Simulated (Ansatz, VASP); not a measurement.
# One calculation of PbO, two programs

```
Pb O
1.0
     3.97440    0.00000    0.00000
     0.00000    3.97440    0.00000
     0.00000    0.00000    5.02200
Pb O
2 2
Direct
  0.00000 0.50000 0.23510
  0.50000 0.00000 0.76490
  0.00000 0.00000 0.00000
  0.50000 0.50000 0.00000
```

Alike in both runs: task electric field gradients; functional PBE; k mesh 6 × 6 × 5; occupations fermi-dirac, width 0.02 eV; no spin polarisation.

```csv
,VASP,Ansatz
version,VASP 6.6.1,Ansatz 0.2.0
potentials or method,"VASP PAW PBE potentials, release 64 (Pb_d, O)","plane-wave PAW, scalar-relativistic"
plane-wave cutoff (eV),520,420
valence electrons in the cell,40,40
```

Ansatz gave:

```
gap on the k mesh at the Fermi level (eV)                     : 1.25
pressure (GPa)                                                : 4.9
traceless stress, the component that is largest in VASP (GPa) : -0.65
rms of the force components (eV/Å)                            : 0.184
size of Vzz on the site where it differs most (V/Å²)          : 226.8
```

Question: Which values does VASP return?

Answer: gap on the k mesh at the Fermi level (eV): 1.25; pressure (GPa): 4.9; traceless stress, the component that is largest in VASP (GPa): -0.67; rms of the force components (eV/Å): 0.202; size of Vzz on the site where it differs most (V/Å²): 233.9.

Atom by atom the forces differ by 0.018 eV/Å (rms over components).

Spin-orbit coupling is off throughout.
